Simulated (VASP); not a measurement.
Ca3Tc: single point with PBE

Crystal: Ca3Tc.

```
CELL_PARAMETERS angstrom
4.75249 0.00000 0.00000
0.00000 4.75249 0.00000
0.00000 0.00000 4.75249
ATOMIC_POSITIONS crystal
Tc 0.00000 0.00000 0.00000
Ca 0.00000 0.50000 0.50000
Ca 0.50000 0.00000 0.50000
Ca 0.50000 0.50000 0.00000
```

* Program: VASP 6.6.1
* Task: single point
* Functional: PBE
* Potentials or basis: VASP PAW PBE potentials, release 64 (Tc_pv, Ca_sv)
* Cutoff: 500 eV
* k mesh: 5 × 5 × 5
* Occupations: fermi-dirac, width 0.05 eV
* Spin: no spin polarisation

```
Pressure               : 0.7 GPa
Band gap on the k mesh : zero (an odd number of electrons rules out a gap without spin polarisation)
```

Levels at points of the mesh, in eV from the Fermi level:
| k point | band 20 | band 21 | band 22 | band 23 | band 24 | band 25 |
| --- | --- | --- | --- | --- | --- | --- |
| (0.00, 0.00, 0.00) | -0.64 | -0.64 | -0.64 | 2.28 | 2.28 | 2.28 |

Run time: 42 s on 1 thread of Intel Xeon 8259CL, on a shared host, peak memory 0.21 GiB.
